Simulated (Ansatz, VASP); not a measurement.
## One calculation of Ti, two programs

```
Ti
1.0
    -1.64100    1.64100    1.64100
     1.64100   -1.64100    1.64100
     3.28200    3.28200    0.00000
Ti
2
Direct
  0.00000 0.00000 0.03232
  0.50000 0.50000 0.46768
```

Change from the starting cell: mode 5 (126.2 1/cm) frozen in, largest displacement +0.150 Å.

Alike in both runs: task single point; functional PBEsol; k mesh 18 × 18 × 10; occupations gaussian, width 0.15 eV; no spin polarisation.

|  | VASP | Ansatz |
| --- | --- | --- |
| version | VASP 6.6.1 | Ansatz 0.2.0 |
| potentials or method | VASP PAW PBE potentials, release 64 (Ti_sv), cutoff 520 eV | scalar-relativistic, plane waves, PAW |
| valence electrons in the cell | 24 | 24 |

```csv
,VASP,Ansatz,Ansatz less VASP
gap on the k mesh at the Fermi level (eV),none,none,-
pressure (GPa),-4.5,-4.2,+0.27
"traceless stress, the component that is largest in VASP (GPa)",2.74,2.70,-0.042
rms of the force components (eV/Å),0.398,0.400,+0.0028
```

VASP's potentials were made for PBE, not for PBEsol. Atom by atom the forces differ by 0.003 eV/Å (rms over components). A gap of «none» marks a metal or a gap that the smearing closes. With one functional, cell and mesh, what is left measures potentials, basis and numerics.
